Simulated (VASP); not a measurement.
The system is Hg2SeO.

```xyz
4
Lattice="4.0756 0.0000 0.0000 0.0000 4.0756 0.0000 0.0000 0.0000 5.5109" Properties=species:S:1:pos:R:3 pbc="T T T"
O     0.0000    0.0000    0.0000
Hg    0.0000    2.0378    4.4367
Hg    2.0378    0.0000    1.0741
Se    2.0378    2.0378    2.7554
```

Base run:

- Program: VASP 6.6.1
- Functional: r2SCAN
- Potentials or basis: VASP PAW PBE potentials, release 64 (O, Hg, Se)
- Cutoff: 520 eV
- k mesh: 6 × 6 × 4
- Occupations: fermi-dirac, width 0.02 eV
- Spin: no spin polarisation

Its results: band gap on the k mesh zero (filled and empty bands touch); pressure 0.6 GPa; largest force 0.049 eV/Å.

Question: The run is repeated on the same cell with these changes: functional from r2SCAN to PBE; k mesh from 6 × 6 × 4 to 6 × 6 × 6. What comes out?

Answer: Band gap on the k mesh zero (filled and empty bands touch); pressure 3.1 GPa; largest force 0.126 eV/Å.

Several settings changed at once, so the effect can't be laid on one alone.

Caveats: spin-orbit coupling is left out, which moves the levels of the heavy elements; the PAW data sets were made with another functional, which shifts forces and pressure a little (some runs).
